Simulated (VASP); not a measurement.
A run of VASP 6.6.1 is set up as follows.

INCAR

```
SYSTEM = Zr3SnSe
  ALGO = Normal
  EDIFF = 1E-6
  ENCUT = 520
  GGA = PE
  ISIF = 2
  ISMEAR = 0
  LASPH = .TRUE.
  LCHARG = .TRUE.
  LELF = .TRUE.
  LREAL = .FALSE.
  LVHAR = .TRUE.
  LWAVE = .FALSE.
  NBANDS = 36
  NELM = 60
  PREC = Accurate
  SIGMA = 0.1
```

The input KPOINTS:

```
k-points
0
G
  10 10 6
  0 0 0
```

File POSCAR:

```
Zr3SnSe
1.0
    4.2193604576      0.0000000000      0.0000000000
    0.0000000000      4.2193604576      0.0000000000
    0.0000000000      0.0000000000      7.1973229118
Zr Sn Se
3 1 1
Direct
    0.5000000000      0.5000000000      0.0926116824
    0.0000000000      0.5000000000      0.4503567831
    0.5000000000      0.0000000000      0.4503567831
    0.0000000000      0.0000000000      0.1391612785
    0.5000000000      0.5000000000      0.7094135029
```

Potentials or basis: VASP PAW PBE potentials, release 64 (Zr_sv, Sn_d, Se).

The run is started by

```sh
$ cat potpaw_PBE.64/Zr_sv/POTCAR potpaw_PBE.64/Sn_d/POTCAR potpaw_PBE.64/Se/POTCAR > POTCAR
$ mpirun -np 1 vasp_std > vasp.out
```

**Question.** What does it give for the largest force?

**Answer.** 0.011 eV/Å.

**Question.** Predict the band gap on the k mesh.

**Answer.** Zero (bands 28 and 29 overlap by 0.37 eV).

**Question.** Estimate the pressure.

**Answer.** 0.1 GPa.

Forces in eV/Å, atoms in the order of the input:
```
Zr   0.000  0.000  0.003
Zr   0.000  0.000 -0.002
Zr   0.000  0.000 -0.002
Sn   0.000  0.000 -0.009
Se   0.000  0.000  0.011
```

Caveat: spin-orbit coupling is left out, which moves the levels of the heavy elements.
